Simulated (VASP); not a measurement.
K2H: relaxation of cell and atoms with PBE

K2H:

```
K H
1.0
     4.30126    0.00000    0.00000
    -2.15063    3.72500    0.00000
     0.00000    0.00000    4.64422
K H
2 1
Cartesian
  0.0000 2.4833 2.3221
  2.1506 1.2417 2.3221
  0.0000 0.0000 0.0000
```

```json
{
 "Program": "VASP 6.6.1",
 "Task": "relaxation of cell and atoms",
 "Functional": "PBE",
 "Potentials or basis": "VASP PAW PBE potentials, release 64 (K_sv, H)",
 "Cutoff": "600 eV",
 "k mesh": "6 × 6 × 4",
 "Occupations": "gaussian, width 0.1 eV",
 "Spin": "no spin polarisation",
 "Dipole correction": "no",
 "Further INCAR settings": "ALGO = Normal; EDIFF = 1e-06; IBRION = 2; EDIFFG = -0.04; NSW = 90; ISIF = 3"
}
```

```yaml
Relaxed_volume: 40.96 Å³/atom
Relaxed_cell: a = 5.967 Å, b = 5.967 Å, c = 3.984 Å, α = 90.00°, β = 90.00°, γ = 120.00°
Space_group_after_relaxing_to_0.1_Å: P6/mmm (No. 191)
Energy_gained_by_relaxing: 822.2 meV/atom
Ionic_steps: 8
Pressure_after_relaxing: -0.1 GPa
Band_gap_on_the_k_mesh: zero (an odd number of electrons rules out a gap without spin polarisation)
```

Step by step:
```csv
step,energy change (eV),largest force (eV/Å),pressure (GPa),volume (Å³)
1,0.0000,0.0000,9.45,74.41
2,-1.3966,0.0000,3.49,90.62
3,-2.3448,0.0000,0.38,115.19
4,-2.4424,0.0000,-0.18,125.10
5,-2.4527,0.0000,-0.35,129.47
6,-2.4518,0.0000,-0.31,128.32
7,-2.4611,0.0000,-0.23,125.89
8,-2.4666,0.0000,-0.12,122.87
```

Final structure:
```yaml
crystal:
  lattice:
    - [5.96735, 0.00000, 0.00000]
    - [-2.98367, 5.16788, 0.00000]
    - [0.00000, 0.00000, 3.98436]
  atoms:
    - { symbol: K, position: [0.33333, 0.66667, 0.50000] }
    - { symbol: K, position: [0.66667, 0.33333, 0.50000] }
    - { symbol: H, position: [0.00000, 0.00000, 0.00000] }
```

Levels at points of the mesh, in eV from the Fermi level:
```tsv
k point	band 6	band 7	band 8	band 9	band 10	band 11	band 12	band 13
(0.00, 0.00, 0.00)	-16.14	-16.14	-16.11	-3.21	0.36	2.21	2.21	2.78
(0.50, 0.00, 0.00)	-16.18	-16.15	-16.10	-2.45	-0.97	0.70	2.11	3.10
(0.00, 0.00, 0.50)	-16.26	-16.12	-16.12	-1.88	0.24	2.06	2.11	2.11
(0.50, 0.00, 0.50)	-16.30	-16.21	-16.09	-1.74	1.06	1.52	1.79	1.97
```

Run time: 2.5 min on 1 thread of Intel(R) Xeon(R) Platinum 8559C (Emerald Rapids), on a shared host, peak memory 0.22 GiB.

Caveat: the volume moved by over 15 % at a fixed basis, so the end points are rough.
